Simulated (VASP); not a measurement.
# Rh (Fm-3m) in VASP: notebook, part 2 of 2

VASP 6.6.1. Earlier steps stand in the parts before.

**3. Single point, PBE**

Input file INCAR:

```
SYSTEM = Rh
ALGO     = Normal         ! electronic algorithm
EDIFF    = 1E-7           ! SCF threshold, eV
ENCUT    = 520            ! plane-wave cutoff, eV
GGA      = PE             ! functional
ISIF     = 2              ! what is computed and relaxed
ISMEAR   = -1             ! smearing method
LASPH    = .TRUE.         ! aspherical terms in the spheres
LCHARG   = .FALSE.        ! write CHGCAR
LREAL    = .FALSE.        ! projectors in reciprocal space
LWAVE    = .FALSE.        ! write WAVECAR
NBANDS   = 14             ! bands
NELM     = 100            ! most SCF steps
PREC     = Accurate       ! precision mode
SIGMA    = 0.15           ! smearing width, eV
```

Input file KPOINTS:

```
k-points
0
G
  14 14 14
  0 0 0
```

Input file POSCAR:

```
Rh
1.0
    0.0000000000      1.8978500000      1.8978500000
    1.8978500000      0.0000000000      1.8978500000
    1.8978500000      1.8978500000      0.0000000000
Rh
1
Direct
    0.0000000000      0.0000000000      0.0000000000
```

Potentials or basis: VASP PAW PBE potentials, release 64 (Rh_pv).

Launch:

```sh
$ cat potpaw_PBE.64/Rh_pv/POTCAR > POTCAR
$ mpirun -np 1 vasp_std > vasp.out
```

OUTCAR:

```text
SYSTEM = Rh
   EDIFF = 1E-7
   ENCUT = 520
   GGA = PE
   ISIF = 2
   ISMEAR = -1
   LASPH = .TRUE.
   LREAL = .FALSE.
   NELM = 100
   PREC = Accurate

 ion  position               nearest neighbor table
   1  0.000  0.000  0.000-

  LATTYP: Found a face centered cubic cell.
 ALAT       =     3.7957000000

  Lattice vectors:

 A1 = (   0.0000000000,   1.8978500000,   1.8978500000)
 A2 = (   1.8978500000,   0.0000000000,   1.8978500000)
 A3 = (   1.8978500000,   1.8978500000,   0.0000000000)

Analysis of symmetry for initial positions (statically):
=====================================================================
 Subroutine PRICEL returns:
 Original cell was already a primitive cell.

 Routine SETGRP: Setting up the symmetry group for a
 face centered cubic supercell.

 Subroutine GETGRP returns: Found 48 space group operations
 (whereof 48 operations were pure point group operations)
 out of a pool of 48 trial point group operations.

The static configuration has the point symmetry O_h .

Analysis of symmetry for dynamics (positions and initial velocities):
=====================================================================
 Subroutine PRICEL returns:
 Original cell was already a primitive cell.

 Routine SETGRP: Setting up the symmetry group for a
 face centered cubic supercell.

 Subroutine GETGRP returns: Found 48 space group operations
 (whereof 48 operations were pure point group operations)
 out of a pool of 48 trial point group operations.

The dynamic configuration has the point symmetry O_h .

 Subroutine INISYM returns: Found 48 space group operations
 (whereof 48 operations are pure point group operations),
 and found     1 'primitive' translations

----------------------------------------------------------------------------------------

                                     Primitive cell

  volume of cell :      13.6715

  direct lattice vectors                    reciprocal lattice vectors
     0.000000000  1.897850000  1.897850000    -0.263456016  0.263456016  0.263456016
     1.897850000  0.000000000  1.897850000     0.263456016 -0.263456016  0.263456016
     1.897850000  1.897850000  0.000000000     0.263456016  0.263456016 -0.263456016

  length of vectors
     2.683965209  2.683965209  2.683965209     0.456319205  0.456319205  0.456319205

  position of ions in fractional coordinates (direct lattice)
     0.000000000  0.000000000  0.000000000

  ion indices of the primitive-cell ions
   primitive index   ion index
                 1           1

----------------------------------------------------------------------------------------

 KPOINTS: k-points

Automatic generation of k-mesh.
 Grid dimensions read from file:
 generate k-points for:   14   14   14

 Generating k-lattice:

  Cartesian coordinates                     Fractional coordinates (reciprocal lattice)
    -0.018818287  0.018818287  0.018818287     0.071428571  0.000000000  0.000000000
     0.018818287 -0.018818287  0.018818287     0.000000000  0.071428571  0.000000000
     0.018818287  0.018818287 -0.018818287     0.000000000  0.000000000  0.071428571

  Length of vectors
     0.032594229  0.032594229  0.032594229

  Shift w.r.t. Gamma in fractional coordinates (k-lattice)
     0.000000000  0.000000000  0.000000000

 Subroutine IBZKPT returns following result:
 ===========================================

 Found    104 irreducible k-points:

 Following reciprocal coordinates:
            Coordinates               Weight
  0.000000  0.000000  0.000000      1.000000
  0.071429  0.000000  0.000000      8.000000
  0.142857  0.000000  0.000000      8.000000
  0.214286  0.000000  0.000000      8.000000
  0.285714  0.000000  0.000000      8.000000
  0.357143  0.000000  0.000000      8.000000
[... 16 lines left out ...]
  0.214286  0.142857  0.000000     24.000000
  0.285714  0.142857  0.000000     24.000000
 [... further k-points ...]
   k-points           NKPTS =    104   k-points in BZ     NKDIM =    104   number of bands    NBANDS=     14
   number of dos      NEDOS =    301   number of ions     NIONS =      1
   total plane-waves  NPLWV =   8000
   dimension x,y,z NGX =    20 NGY =   20 NGZ =   20
   dimension x,y,z NGXF=    40 NGYF=   40 NGZF=   40
   ions per type =               1
   NGX,Y,Z   is equivalent  to a cutoff of  12.39, 12.39, 12.39 a.u.
   NGXF,Y,Z  is equivalent  to a cutoff of  24.78, 24.78, 24.78 a.u.
 SYSTEM =  Rh
   PREC   = accura    normal or accurate (medium, high low for compatibility)
   ISTART =      0    job   : 0-new  1-cont  2-samecut
   ICHARG =      2    charge: 1-file 2-atom 10-const
   ISPIN  =      1    spin polarized calculation?
   LNONCOLLINEAR =      F non collinear calculations
   LSORBIT =      F    spin-orbit coupling
   LASPH  =      T    aspherical Exc in radial PAW
   ENCUT  =  520.0 eV  38.22 Ry    6.18 a.u.   4.99  4.99  4.99*2*pi/ulx,y,z
   NELM   =    100;   NELMIN=  2; NELMDL= -5     # of ELM steps
   EDIFF  = 0.1E-06   stopping-criterion for ELM
   LREAL  =      F    real-space projection
   EDIFFG = 0.1E-05   stopping-criterion for IOM
   NSW    =      0    number of steps for IOM
   IBRION =     -1    ionic relax: 0-MD 1-quasi-New 2-CG
   NFREE  =      0    steps in history (QN), initial steepest desc. (CG)
   ISIF   =      2    stress and relaxation
   ISYM   =      2    0-nonsym 1-usesym 2-fastsym
   POTIM  = 0.5000    time-step for ionic-motion
   TEBEG  =    0.0;   TEEND  =   0.0 temperature during run
   PSTRESS=    0.0 pullay stress
   NELECT =      15.0000    total number of electrons
   NUPDOWN=      -1.0000    fix difference up-down
   EMIN   =  10.00;   EMAX   =-10.00  energy-range for DOS
   EFERMI =   0.00;   METHOD = LEGACY
   ISMEAR =    -1;   SIGMA  =   0.15  broadening in eV -4-tet -1-fermi 0-gaus
   EFERMI_NEDOS =   21; number of points for ismear=-14 and -15
   IALGO  =     38    algorithm
   IMIX   =      4    mixing-type and parameters
     AMIX     =   0.40;   BMIX     =  1.00
     AMIX_MAG =   1.60;   BMIX_MAG =  1.00
  volume/ion in A,a.u.               =      13.67        92.26
  Fermi-wavevector in a.u.,A,eV,Ry     =   1.688496  3.190795 38.790465  2.851019
  Thomas-Fermi vector in A             =   2.770792
   LORBIT       =      0    0 simple, 1 ext, 2 COOP (PROOUT), +10 PAW based schemes
   GGA     = PE    functional components
   LHFCALC =     F    Hartree Fock is set to
   AEXX    =    0.0000 exact exchange contribution
   IVDW    =     0    specifies the selected vdW correction
   LEPSILON=     F    determine dielectric tensor
   LRPA    =     F    only Hartree local field effects (RPA)
 non-spin polarized calculation
  energy-cutoff  :      520.00
  volume of cell :       13.67
 maximum number of plane-waves:       378
   NGX =  9   NGY =  9   NGZ =  9

 number of electron      15.0000007 magnetization

 Free energy of the ion-electron system (eV)
  ---------------------------------------------------
  ext. energy  EPLUGINS =         0.00000000
  ---------------------------------------------------
  free energy    TOTEN  =        -7.29790844 eV

  energy without entropy =       -7.19681111  energy(sigma->0) =       -7.24735978

 E-fermi :  12.0003     XC(G=0): -14.0664

 val. band max:       11.9966435345   @ k =   0.4286   0.0000   0.0000
 cond. band min:      12.0052378287   @ k =   0.3571   0.0714   0.0000
 fundamental gap:      0.0085942941
 Fermi energy:        12.0002810438

 k-point     1 :       0.0000    0.0000    0.0000
  band No.  band energies     occupation
      1     -34.3669      2.00000
      2     -34.3669      2.00000
      3     -34.3669      2.00000
      4       4.0073      2.00000
      5       8.9126      2.00000
      6       8.9126      2.00000
      7       8.9126      2.00000
      8      11.0167      1.99716
      9      11.0167      1.99716
     10      28.0005      0.00000
     11      32.5494      0.00000
     12      33.4912      0.00000
     13      33.4912      0.00000
     14      33.4912      0.00000

 k-point     2 :       0.0714    0.0000    0.0000
  band No.  band energies     occupation
      1     -34.4052      2.00000
      2     -34.3721      2.00000
      3     -34.3721      2.00000
      4       4.2132      2.00000
      5       8.8222      2.00000
      6       8.9925      2.00000
      7       8.9925      2.00000
      8      10.9725      1.99789
      9      10.9725      1.99789
     10      28.2985      0.00000
[... 362 lines left out ...]
 k-point    24 :       0.2857    0.1429    0.0000
  band No.  band energies     occupation
      1     -34.7417      2.00000
      2     -34.4708      2.00000
      3     -34.4627      2.00000
      4       6.2700      2.00000
      5       7.8945      2.00000
      6       9.2602      2.00000
      7       9.8270      2.00000
      8      11.0951      1.99522
      9      11.7488      1.68483
     10      28.0259      0.00000
     11      30.4474      0.00000
     12      32.5480      0.00000
     13      32.7393      0.00000
     14      33.9869      0.00000

 [... further k-points ...]
[... 5 lines left out ...]
  --------------------------------------------------------------------------------------
  -------------------------------------------------------------------------------------
  Total        0.7262697      0.7262697      0.7262697      0.0000000     -0.0000000      0.0000000
  in kB       85.1124009     85.1124009     85.1124009      0.0000000     -0.0000000      0.0000000
  external PRESSURE =      85.1124009 kB  Pullay stress =       0.0000000 kB

 VOLUME and BASIS-vectors are now :
 -----------------------------------------------------------------------------
  energy-cutoff  :      520.00
  volume of cell :       13.67
      direct lattice vectors                 reciprocal lattice vectors
     0.000000000  1.897850000  1.897850000    -0.263456016  0.263456016  0.263456016
     1.897850000  0.000000000  1.897850000     0.263456016 -0.263456016  0.263456016
     1.897850000  1.897850000  0.000000000     0.263456016  0.263456016 -0.263456016

 POSITION                                       TOTAL-FORCE (eV/Angst)
 -----------------------------------------------------------------------------------
      0.00000      0.00000      0.00000        -0.000000      0.000000      0.000000
 -----------------------------------------------------------------------------------
    total drift:                                0.000000     -0.000000      0.000000

  FREE ENERGIE OF THE ION-ELECTRON SYSTEM (eV)
  ---------------------------------------------------
  free  energy   TOTEN  =        -7.2979084387 eV

  energy  without entropy=       -7.1968111146  energy(sigma->0) =       -7.24735978
```

Run time: 19 s. Hardware: 1 thread of Intel Xeon Platinum 8259CL at 2.50GHz (Skylake/Cascade Lake), shared host; peak memory 0.13 GiB.

Results:

```
Free energy : -7.2979 eV
Pressure    : 8.5 GPa
```
